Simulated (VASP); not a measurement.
# Hf3Te (I4/mmm) in VASP: single point with PBE

Aim: the single point of Hf3Te with PBE.

All numbers are computed with VASP 6.6.1; they aren't measurements. Logs are shortened: lines on timing, memory, paths and dates and some standing lists are left out, and cuts for length are marked.

### 1 The cell of the first run

It takes space group I4/mmm (No. 139, tetragonal). The conventional cell has a = 4.351 Å, b = 4.351 Å, c = 9.718 Å, α = 90.00°, β = 90.00°, γ = 90.00°. Within 4.0 Å of Hf (site symmetry 4/mmm) lie 4 Te at 3.08 Å and 8 Hf at 3.26 Å. Hf (site symmetry -4m2) has 8 Hf at 3.08 to 3.26 Å and 4 Te at 3.26 Å within 4.0 Å. Within 4.0 Å of Te (site symmetry 4/mmm) lie 12 Hf at 3.08 to 3.26 Å.

### 2 Single point, PBE

Contents of INCAR:

```
  PREC = Accurate
  ENCUT = 520
  EDIFF = 1E-6
  ISMEAR = 0
  SIGMA = 0.1
  LREAL = False
  LASPH = True
  NELM = 60
  ALGO = Fast
  ISIF = 2
  LWAVE = False
  LCHARG = False
  GGA = PE
  NBANDS = 26
```

Contents of KPOINTS:

```
Automatic mesh
0
Gamma
  6 6 6
```

Contents of POSCAR:

```
Hf3Te
1.0
   -2.1753363540      2.1753363540      4.8591928947
    2.1753363540     -2.1753363540      4.8591928947
    2.1753363540      2.1753363540     -4.8591928947
Hf Te
3 1
Direct
    0.5000000000      0.5000000000      0.0000000000
    0.2500000000      0.7500000000      0.5000000000
    0.7500000000      0.2500000000      0.5000000000
    0.0000000000      0.0000000000      0.0000000000
```

Potentials or basis: VASP PAW PBE potentials, release 64 (Hf_pv, Te).

The run is started by

```console
> cat potpaw_PBE.64/Hf_pv/POTCAR potpaw_PBE.64/Te/POTCAR > POTCAR
> mpirun -np 1 vasp_std > vasp.out
```

OUTCAR:

```text
PREC = Accurate
   ENCUT = 520
   EDIFF = 1E-6
   ISMEAR = 0
   LREAL = False
   LASPH = True
   NELM = 60
   ISIF = 2
   GGA = PE

 ion  position               nearest neighbor table
   1  0.500  0.500  0.000-   4 3.08   4 3.08   4 3.08   4 3.08   2 3.26   2 3.26   3 3.26   3 3.26
                             3 3.26   2 3.26   3 3.26   2 3.26
   2  0.250  0.750  0.500-   3 3.08   3 3.08   3 3.08   3 3.08   4 3.26   4 3.26   1 3.26   1 3.26
                             4 3.26   1 3.26   4 3.26   1 3.26
   3  0.750  0.250  0.500-   2 3.08   2 3.08   2 3.08   2 3.08   1 3.26   1 3.26   4 3.26   4 3.26
                             4 3.26   1 3.26   4 3.26   1 3.26
   4  0.000  0.000  0.000-   1 3.08   1 3.08   1 3.08   1 3.08   3 3.26   3 3.26   2 3.26   2 3.26
                             3 3.26   2 3.26   3 3.26   2 3.26

  LATTYP: Found a body centered tetragonal cell.
 ALAT       =     4.3506727080
 C/A-ratio  =     2.2337662338

  Lattice vectors:

 A1 = (  -2.1753363540,   2.1753363540,   4.8591928947)
 A2 = (   2.1753363540,  -2.1753363540,   4.8591928947)
 A3 = (   2.1753363540,   2.1753363540,  -4.8591928947)

Analysis of symmetry for initial positions (statically):
=====================================================================
 Subroutine PRICEL returns:
 Original cell was already a primitive cell.

 Routine SETGRP: Setting up the symmetry group for a
 body centered tetragonal supercell.

 Subroutine GETGRP returns: Found 16 space group operations
 (whereof 16 operations were pure point group operations)
 out of a pool of 16 trial point group operations.

The static configuration has the point symmetry D_4h.

Analysis of symmetry for dynamics (positions and initial velocities):
=====================================================================
 Subroutine PRICEL returns:
 Original cell was already a primitive cell.

 Routine SETGRP: Setting up the symmetry group for a
 body centered tetragonal supercell.

 Subroutine GETGRP returns: Found 16 space group operations
 (whereof 16 operations were pure point group operations)
 out of a pool of 16 trial point group operations.

The dynamic configuration has the point symmetry D_4h.

 Subroutine INISYM returns: Found 16 space group operations
 (whereof 16 operations are pure point group operations),
 and found     1 'primitive' translations

----------------------------------------------------------------------------------------

[... 97 lines left out ...]
   LREAL  =      F    real-space projection
   EDIFFG = 0.1E-04   stopping-criterion for IOM
   NSW    =      0    number of steps for IOM
   IBRION =     -1    ionic relax: 0-MD 1-quasi-New 2-CG
   NFREE  =      0    steps in history (QN), initial steepest desc. (CG)
   ISIF   =      2    stress and relaxation
   ISYM   =      2    0-nonsym 1-usesym 2-fastsym
   POTIM  = 0.5000    time-step for ionic-motion
   TEBEG  =    0.0;   TEEND  =   0.0 temperature during run
   PSTRESS=    0.0 pullay stress
   NELECT =      36.0000    total number of electrons
   NUPDOWN=      -1.0000    fix difference up-down
   EMIN   =  10.00;   EMAX   =-10.00  energy-range for DOS
   EFERMI =   0.00;   METHOD = LEGACY
   ISMEAR =     0;   SIGMA  =   0.10  broadening in eV -4-tet -1-fermi 0-gaus
   EFERMI_NEDOS =   21; number of points for ismear=-14 and -15
   IALGO  =     68    algorithm
   IMIX   =      4    mixing-type and parameters
     AMIX     =   0.40;   BMIX     =  1.00
     AMIX_MAG =   1.60;   BMIX_MAG =  1.00
  volume/ion in A,a.u.               =      22.99       155.17
  Fermi-wavevector in a.u.,A,eV,Ry     =   1.197522  2.262988 19.511542  1.434058
  Thomas-Fermi vector in A             =   2.333434
   LORBIT       =      0    0 simple, 1 ext, 2 COOP (PROOUT), +10 PAW based schemes
   GGA     = PE    functional components
   LHFCALC =     F    Hartree Fock is set to
   AEXX    =    0.0000 exact exchange contribution
   IVDW    =     0    specifies the selected vdW correction
   LEPSILON=     F    determine dielectric tensor
   LRPA    =     F    only Hartree local field effects (RPA)
 non-spin polarized calculation
 RMM-DIIS sequential band-by-band and
 Gauss-broadening in eV      SIGMA  =   0.10
  energy-cutoff  :      520.00
  volume of cell :       91.98
 maximum number of plane-waves:      2519
 NGX is ok and might be reduce to    48
   NGX = 21   NGY = 21   NGZ = 21

 number of electron      36.0000003 magnetization

 Free energy of the ion-electron system (eV)
  ---------------------------------------------------
  ext. energy  EPLUGINS =         0.00000000
  ---------------------------------------------------
  free energy    TOTEN  =       -33.27504074 eV

  energy without entropy =      -33.24369169  energy(sigma->0) =      -33.25936622

 E-fermi :   6.6632     XC(G=0): -11.1217

 val. band max:        6.6328541784   @ k =  -0.3333   0.1667  -0.0000
 cond. band min:       6.6950976425   @ k =   0.1667  -0.0000   0.0000
 fundamental gap:      0.0622434641
 Fermi energy:         6.6631861732

 k-point     1 :       0.0000    0.0000    0.0000
  band No.  band energies     occupation
      1     -24.4564      2.00000
      2     -24.3653      2.00000
      3     -24.3653      2.00000
      4     -24.3532      2.00000
      5     -24.3532      2.00000
      6     -24.2407      2.00000
[... 685 lines left out ...]
     25       9.9782      0.00000
     26      10.7037      0.00000

 [... further k-points ...]

------------------------ aborting loop because EDIFF is reached ----------------------------------------

  FORCE on cell =-STRESS in cart. coord.  units (eV):
  Direction    XX          YY          ZZ          XY          YZ          ZX
  --------------------------------------------------------------------------------------
  -------------------------------------------------------------------------------------
  Total       -1.7841675     -1.7841675     -3.6781758      0.0000000      0.0000000      0.0000000
  in kB      -31.0791572    -31.0791572    -64.0716776      0.0000000      0.0000000      0.0000000
  external PRESSURE =     -42.0766640 kB  Pullay stress =       0.0000000 kB

 VOLUME and BASIS-vectors are now :
 -----------------------------------------------------------------------------
  energy-cutoff  :      520.00
  volume of cell :       91.98
      direct lattice vectors                 reciprocal lattice vectors
    -2.175336354  2.175336354  4.859192895     0.000000000  0.229849512  0.102897747
     2.175336354 -2.175336354  4.859192895     0.229849512  0.000000000  0.102897747
     2.175336354  2.175336354 -4.859192895     0.229849512  0.229849512  0.000000000

 POSITION                                       TOTAL-FORCE (eV/Angst)
 -----------------------------------------------------------------------------------
      0.00000      0.00000      4.85919         0.000000     -0.000000      0.000000
      2.17534      0.00000      2.42960        -0.000000      0.000000     -0.000000
      0.00000      2.17534      2.42960         0.000000     -0.000000     -0.000000
      0.00000      0.00000      0.00000         0.000000     -0.000000      0.000000
 -----------------------------------------------------------------------------------
    total drift:                                0.000000     -0.000000      0.000000

  FREE ENERGIE OF THE ION-ELECTRON SYSTEM (eV)
  ---------------------------------------------------
  free  energy   TOTEN  =       -33.2750407369 eV

  energy  without entropy=      -33.2436916934  energy(sigma->0) =      -33.25936622
```

Wall time 4.8 min (1 thread of AMD EPYC 7R13, shared host); peak memory 0.32 GiB.

Results:

```yaml
Free_energy: -33.2750 eV
Pressure: -4.2 GPa
Band_gap_on_the_k_mesh: zero (band 18 reaches 7.07 eV, above the bottom of band 19 at 5.41 eV)
```

Stress tensor (GPa, compression positive):
```
-3.11  0.00  0.00
 0.00 -3.11  0.00
 0.00  0.00 -6.41
```

Caveat: spin-orbit coupling is left out, which moves the levels of the heavy elements.
